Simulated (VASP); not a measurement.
# Cd2S (P3m1) in VASP: settings compared

Cd2S is run at these levels: LDA, PBEsol; tasks: single point.

Program: VASP 6.6.1. These are calculated values, not measurements. Logs are shortened: lines on timing, memory, paths and dates and some standing lists are left out, and cuts for length are marked.

## 1. The cell of the first run

The structure is trigonal, space group P3m1 (No. 156). The conventional cell has a = 3.989 Å, b = 3.989 Å, c = 5.848 Å, α = 90.00°, β = 90.00°, γ = 120.00°. Cd (site symmetry 3m) has 2 S at 2.53 to 3.32 Å and 3 Cd at 3.10 Å within 3.4 Å. Within 3.5 Å of Cd (site symmetry 3m) lie 3 S at 2.62 Å and 3 Cd at 3.10 Å. S (site symmetry 3m) has 5 Cd at 2.53 to 3.32 Å within 3.4 Å.

## 2. Single point, LDA (26.86 Å³/atom)

Input file INCAR:

```
ALGO = Normal
EDIFF = 1E-6
ENCUT = 520
ISIF = 2
ISMEAR = -1
LASPH = True
LCHARG = True
LELF = True
LREAL = False
LVHAR = True
LWAVE = False
NBANDS = 22
NELM = 100
PREC = Accurate
SIGMA = 0.05
```

Input file KPOINTS:

```
k-points
0
Gamma
  8 8 5
```

Input file POSCAR:

```
Cd2S
1.0
    3.9889136618      0.0000000000      0.0000000000
   -1.9944568309      3.4545005647      0.0000000000
    0.0000000000      0.0000000000      5.8476645914
Cd S
2 1
Direct
    0.3333333333      0.6666666667      0.9327170000
    0.6666666667      0.3333333333      0.5787350000
    0.3333333333      0.6666666667      0.3657050000
```

Potentials or basis: VASP PAW LDA potentials, release 64 (Cd, S).

Run with:

```sh
> cat potpaw_LDA.64/Cd/POTCAR potpaw_LDA.64/S/POTCAR > POTCAR
> mpirun -np 1 vasp_std > vasp.out
```

OUTCAR:

```text
EDIFF = 1E-6
   ENCUT = 520
   ISIF = 2
   ISMEAR = -1
   LASPH = True
   LREAL = False
   NELM = 100
   PREC = Accurate

 ion  position               nearest neighbor table
   1  0.333  0.667  0.933-   3 2.53   2 3.10   2 3.10   2 3.10
   2  0.667  0.333  0.579-   3 2.62   3 2.62   3 2.62   1 3.10   1 3.10   1 3.10
   3  0.333  0.667  0.366-   1 2.53   2 2.62   2 2.62   2 2.62

  LATTYP: Found a hexagonal cell.
 ALAT       =     3.9889136618
 C/A-ratio  =     1.4659792332

  Lattice vectors:

 A1 = (   3.9889136618,   0.0000000000,   0.0000000000)
 A2 = (  -1.9944568309,   3.4545005647,   0.0000000000)
 A3 = (   0.0000000000,   0.0000000000,   5.8476645914)

Analysis of symmetry for initial positions (statically):
=====================================================================
 Subroutine PRICEL returns:
 Original cell was already a primitive cell.

 Routine SETGRP: Setting up the symmetry group for a
 hexagonal supercell.

 Subroutine GETGRP returns: Found  6 space group operations
 (whereof  6 operations were pure point group operations)
 out of a pool of 24 trial point group operations.

The static configuration has the point symmetry C_3v.

Analysis of symmetry for dynamics (positions and initial velocities):
=====================================================================
 Subroutine PRICEL returns:
 Original cell was already a primitive cell.

 Routine SETGRP: Setting up the symmetry group for a
 hexagonal supercell.

 Subroutine GETGRP returns: Found  6 space group operations
 (whereof  6 operations were pure point group operations)
 out of a pool of 24 trial point group operations.

The dynamic configuration has the point symmetry C_3v.

 Subroutine INISYM returns: Found  6 space group operations
 (whereof  6 operations are pure point group operations),
 and found     1 'primitive' translations

----------------------------------------------------------------------------------------

                                     Primitive cell

  volume of cell :      80.5791

  direct lattice vectors                    reciprocal lattice vectors
     3.988913662  0.000000000  0.000000000     0.250694822  0.144738723  0.000000000
    -1.994456831  3.454500565  0.000000000     0.000000000  0.289477446  0.000000000
     0.000000000  0.000000000  5.847664591     0.000000000  0.000000000  0.171008440

  length of vectors
     3.988913662  3.988913662  5.847664591     0.289477446  0.289477446  0.171008440

  position of ions in fractional coordinates (direct lattice)
     0.333333333  0.666666667  0.932717000
     0.666666667  0.333333333  0.578735000
     0.333333333  0.666666667  0.365705000

  ion indices of the primitive-cell ions
   primitive index   ion index
                 1           1
                 2           2
                 3           3

----------------------------------------------------------------------------------------

 KPOINTS: k-points

Automatic generation of k-mesh.
 Grid dimensions read from file:
 generate k-points for:    8    8    5

 Generating k-lattice:

  Cartesian coordinates                     Fractional coordinates (reciprocal lattice)
     0.031336853  0.018092340  0.000000000     0.125000000  0.000000000  0.000000000
     0.000000000  0.036184681  0.000000000     0.000000000  0.125000000  0.000000000
     0.000000000  0.000000000  0.034201688     0.000000000  0.000000000  0.200000000

  Length of vectors
     0.036184681  0.036184681  0.034201688

  Shift w.r.t. Gamma in fractional coordinates (k-lattice)
     0.000000000  0.000000000  0.000000000

 Subroutine IBZKPT returns following result:
 ===========================================

 Found     40 irreducible k-points:

 Following reciprocal coordinates:
            Coordinates               Weight
  0.000000  0.000000  0.000000      1.000000
  0.125000 -0.000000  0.000000      6.000000
  0.250000 -0.000000  0.000000      6.000000
  0.375000  0.000000  0.000000      6.000000
  0.500000 -0.000000  0.000000      3.000000
  0.125000  0.125000  0.000000      6.000000
[... 16 lines left out ...]
 -0.125000  0.500000  0.200000     12.000000
  0.250000  0.250000  0.200000     12.000000
 [... further k-points ...]
   k-points           NKPTS =     40   k-points in BZ     NKDIM =     40   number of bands    NBANDS=     22
   number of dos      NEDOS =    301   number of ions     NIONS =      3
   total plane-waves  NPLWV =  43200
   dimension x,y,z NGX =    30 NGY =   30 NGZ =   48
   dimension x,y,z NGXF=    60 NGYF=   60 NGZF=   96
   ions per type =               2   1
   NGX,Y,Z   is equivalent  to a cutoff of  12.50, 12.50, 13.65 a.u.
   NGXF,Y,Z  is equivalent  to a cutoff of  25.01, 25.01, 27.29 a.u.
 SYSTEM =  unknown system
   PREC   = accura    normal or accurate (medium, high low for compatibility)
   ISTART =      0    job   : 0-new  1-cont  2-samecut
   ICHARG =      2    charge: 1-file 2-atom 10-const
   ISPIN  =      1    spin polarized calculation?
   LNONCOLLINEAR =      F non collinear calculations
   LSORBIT =      F    spin-orbit coupling
   LASPH  =      T    aspherical Exc in radial PAW
   ENCUT  =  520.0 eV  38.22 Ry    6.18 a.u.   7.42  7.42 10.87*2*pi/ulx,y,z
   NELM   =    100;   NELMIN=  2; NELMDL= -5     # of ELM steps
   EDIFF  = 0.1E-05   stopping-criterion for ELM
   LREAL  =      F    real-space projection
   EDIFFG = 0.1E-04   stopping-criterion for IOM
   NSW    =      0    number of steps for IOM
   IBRION =     -1    ionic relax: 0-MD 1-quasi-New 2-CG
   NFREE  =      0    steps in history (QN), initial steepest desc. (CG)
   ISIF   =      2    stress and relaxation
   ISYM   =      2    0-nonsym 1-usesym 2-fastsym
   POTIM  = 0.5000    time-step for ionic-motion
   TEBEG  =    0.0;   TEEND  =   0.0 temperature during run
   PSTRESS=    0.0 pullay stress
   NELECT =      30.0000    total number of electrons
   NUPDOWN=      -1.0000    fix difference up-down
   EMIN   =  10.00;   EMAX   =-10.00  energy-range for DOS
   EFERMI =   0.00;   METHOD = LEGACY
   ISMEAR =    -1;   SIGMA  =   0.05  broadening in eV -4-tet -1-fermi 0-gaus
   EFERMI_NEDOS =   21; number of points for ismear=-14 and -15
   IALGO  =     38    algorithm
   IMIX   =      4    mixing-type and parameters
     AMIX     =   0.40;   BMIX     =  1.00
     AMIX_MAG =   1.60;   BMIX_MAG =  1.00
  volume/ion in A,a.u.               =      26.86       181.26
  Fermi-wavevector in a.u.,A,eV,Ry     =   1.177718  2.225563 18.871533  1.387019
  Thomas-Fermi vector in A             =   2.314059
   LORBIT       =      0    0 simple, 1 ext, 2 COOP (PROOUT), +10 PAW based schemes
   GGA     = CA    functional components
   LHFCALC =     F    Hartree Fock is set to
   AEXX    =    0.0000 exact exchange contribution
   IVDW    =     0    specifies the selected vdW correction
   LEPSILON=     F    determine dielectric tensor
   LRPA    =     F    only Hartree local field effects (RPA)
 non-spin polarized calculation
  energy-cutoff  :      520.00
  volume of cell :       80.58
 maximum number of plane-waves:      2194
 NGX is ok and might be reduce to    30
   NGX = 15   NGY = 15   NGZ = 21

 number of electron      30.0000000 magnetization

 Free energy of the ion-electron system (eV)
  ---------------------------------------------------
  ext. energy  EPLUGINS =         0.00000000
  ---------------------------------------------------
  free energy    TOTEN  =        -8.02599604 eV

  energy without entropy =       -8.02452811  energy(sigma->0) =       -8.02526207

 E-fermi :   1.0525     XC(G=0):  -9.5810

 val. band max:        0.9053096364   @ k =   0.3750   0.2500   0.2000
 cond. band min:       1.1598782571   @ k =   0.5000  -0.0000   0.2000
 fundamental gap:      0.2545686207
 Fermi energy:         1.0524842504

 k-point     1 :       0.0000    0.0000    0.0000
  band No.  band energies     occupation
      1     -11.4878      2.00000
      2      -7.3096      2.00000
      3      -7.3096      2.00000
      4      -7.2215      2.00000
      5      -7.2215      2.00000
      6      -7.1379      2.00000
[... 14 lines left out ...]
     21       9.0740      0.00000
     22      10.8358      0.00000

 k-point     2 :       0.1250   -0.0000    0.0000
  band No.  band energies     occupation
      1     -11.4367      2.00000
      2      -7.3159      2.00000
      3      -7.3076      2.00000
      4      -7.2194      2.00000
      5      -7.1894      2.00000
      6      -7.0946      2.00000
[... 14 lines left out ...]
     21       9.1175      0.00000
     22      10.5472      0.00000

 k-point     3 :       0.2500   -0.0000    0.0000
  band No.  band energies     occupation
      1     -11.3121      2.00000
      2      -7.3197      2.00000
      3      -7.3104      2.00000
      4      -7.2110      2.00000
      5      -7.1078      2.00000
      6      -7.0613      2.00000
[... 14 lines left out ...]
     21       9.0950      0.00000
     22       9.5303      0.00000

 k-point     4 :       0.3750    0.0000    0.0000
  band No.  band energies     occupation
      1     -11.1861      2.00000
      2      -7.3222      2.00000
      3      -7.3048      2.00000
      4      -7.2152      2.00000
      5      -7.0635      2.00000
      6      -7.0129      2.00000
[... 14 lines left out ...]
     21       8.8232      0.00000
     22       9.4138      0.00000

 k-point     5 :       0.5000   -0.0000    0.0000
  band No.  band energies     occupation
      1     -11.1336      2.00000
      2      -7.3290      2.00000
      3      -7.2824      2.00000
      4      -7.2345      2.00000
      5      -7.0601      2.00000
      6      -7.0050      2.00000
[... 417 lines left out ...]
 k-point    22 :       0.3750    0.1250    0.2000
  band No.  band energies     occupation
      1     -11.1023      2.00000
      2      -7.3508      2.00000
      3      -7.3181      2.00000
      4      -7.1936      2.00000
      5      -7.1460      2.00000
      6      -7.0075      2.00000
[... 14 lines left out ...]
     21       8.7166      0.00000
     22       9.8169      0.00000

 k-point    23 :      -0.1250    0.5000    0.2000
  band No.  band energies     occupation
      1     -11.1021      2.00000
      2      -7.3460      2.00000
      3      -7.3131      2.00000
      4      -7.2046      2.00000
      5      -7.1401      2.00000
      6      -6.9929      2.00000
[... 14 lines left out ...]
     21       8.7652      0.00000
     22       9.8776      0.00000

 k-point    24 :       0.2500    0.2500    0.2000
  band No.  band energies     occupation
      1     -11.1030      2.00000
      2      -7.3658      2.00000
      3      -7.3001      2.00000
      4      -7.1725      2.00000
      5      -7.1482      2.00000
      6      -7.0305      2.00000
[... 14 lines left out ...]
     21       8.4065      0.00000
     22       9.3114      0.00000

 [... further k-points ...]

------------------------ aborting loop because EDIFF is reached ----------------------------------------

  FORCE on cell =-STRESS in cart. coord.  units (eV):
  Direction    XX          YY          ZZ          XY          YZ          ZX
  --------------------------------------------------------------------------------------
  -------------------------------------------------------------------------------------
  Total       -2.3275148     -2.3275148     -3.2345138      0.0000000      0.0000000      0.0000000
  in kB      -46.2786490    -46.2786490    -64.3127721      0.0000000      0.0000000      0.0000000
  external PRESSURE =     -52.2900234 kB  Pullay stress =       0.0000000 kB

 VOLUME and BASIS-vectors are now :
 -----------------------------------------------------------------------------
  energy-cutoff  :      520.00
  volume of cell :       80.58
      direct lattice vectors                 reciprocal lattice vectors
     3.988913662  0.000000000  0.000000000     0.250694822  0.144738723  0.000000000
    -1.994456831  3.454500565  0.000000000     0.000000000  0.289477446  0.000000000
     0.000000000  0.000000000  5.847664591     0.000000000  0.000000000  0.171008440

 POSITION                                       TOTAL-FORCE (eV/Angst)
 -----------------------------------------------------------------------------------
     -0.00000      2.30300      5.45422        -0.000000      0.000000      0.028766
      1.99446      1.15150      3.38425         0.000000     -0.000000     -0.217366
     -0.00000      2.30300      2.13852         0.000000     -0.000000      0.188600
 -----------------------------------------------------------------------------------
    total drift:                                0.000000     -0.000000      0.000843

  FREE ENERGIE OF THE ION-ELECTRON SYSTEM (eV)
  ---------------------------------------------------
  free  energy   TOTEN  =        -8.0259960385 eV

  energy  without entropy=       -8.0245281058  energy(sigma->0) =       -8.02526207
```

Wall time 1.8 min (1 thread of Intel Xeon 8259CL, shared host); peak memory 0.2 GiB.

What came out:

| Quantity | Value |
| --- | --- |
| Free energy | -8.0260 eV |
| Pressure | -5.2 GPa |
| Largest force | 0.217 eV/Å |
| Band gap on the k mesh | 0.25 eV (least direct gap 0.56 eV) |

Forces on the atoms (eV/Å):
```
Cd   0.000  0.000  0.029
Cd   0.000  0.000 -0.217
S    0.000  0.000  0.189
```

Stress tensor (GPa, compression positive):
```
-4.63  0.00  0.00
 0.00 -4.63  0.00
 0.00  0.00 -6.43
```

Caveat: the cell stands under tension; an odd mesh through Γ misses points on the zone boundary, where band edges can lie.

## 3. Single point, LDA

This run uses another cell than the first one, of 26.33 Å³/atom.

Input file INCAR:

```
  PREC = Accurate
  ENCUT = 500
  EDIFF = 1E-6
  ISMEAR = -1
  SIGMA = 0.05
  LREAL = F
  LASPH = T
  NELM = 120
  ALGO = Normal
  ISIF = 2
  LWAVE = F
  LCHARG = F
  GGA = CA
  NBANDS = 22
  GGA_COMPAT = F
```

Input file KPOINTS:

```
regular mesh
0
Gamma
  8 8 5
```

Input file POSCAR:

```
Cd2S
1.0
    3.9626700490      0.0000000000      0.0000000000
   -1.9813350245      3.4317729293      0.0000000000
    0.0000000000      0.0000000000      5.8091920000
Cd S
2 1
Direct
    0.3333333333      0.6666666667      0.9327170000
    0.6666666667      0.3333333333      0.5787350000
    0.3333333333      0.6666666667      0.3657050000
```

Potentials or basis: VASP PAW LDA potentials, release 64 (Cd, S).

Run with:

```sh
> cat potpaw_LDA.64/Cd/POTCAR potpaw_LDA.64/S/POTCAR > POTCAR
> mpirun -np 1 vasp_std > vasp.out
```

Wall time 44 s (1 thread of Intel Xeon Platinum 8375C at 2.90GHz (Ice Lake), shared host); peak memory 0.19 GiB.

It converged, with:

* Free energy: -8.0740 eV
* Pressure: -4.6 GPa
* Largest force: 0.157 eV/Å
* Band gap on the k mesh: 0.24 eV (least direct gap 0.56 eV)

Forces in eV/Å, atoms in the order of the input:
```
Cd   0.000  0.000 -0.013
Cd   0.000  0.000 -0.145
S    0.000  0.000  0.157
```

Stress tensor (GPa, compression positive):
```
-4.11  0.00  0.00
 0.00 -4.11  0.00
 0.00  0.00 -5.55
```

Levels at points of the mesh, in eV from the valence-band top:
```
           k point  band 12  band 13  band 14  band 15  band 16  band 17  band 18  band 19
(0.00, 0.00, 0.00)    -4.42    -3.64    -0.59    -0.59     3.12     5.03     6.79     6.79
(0.50, 0.00, 0.00)    -4.41    -2.90    -1.48    -1.24     0.63     3.13     4.70     5.82
```

Caveat: the cell stands under tension; an odd mesh through Γ misses points on the zone boundary, where band edges can lie.

[end of part 1 of 2]
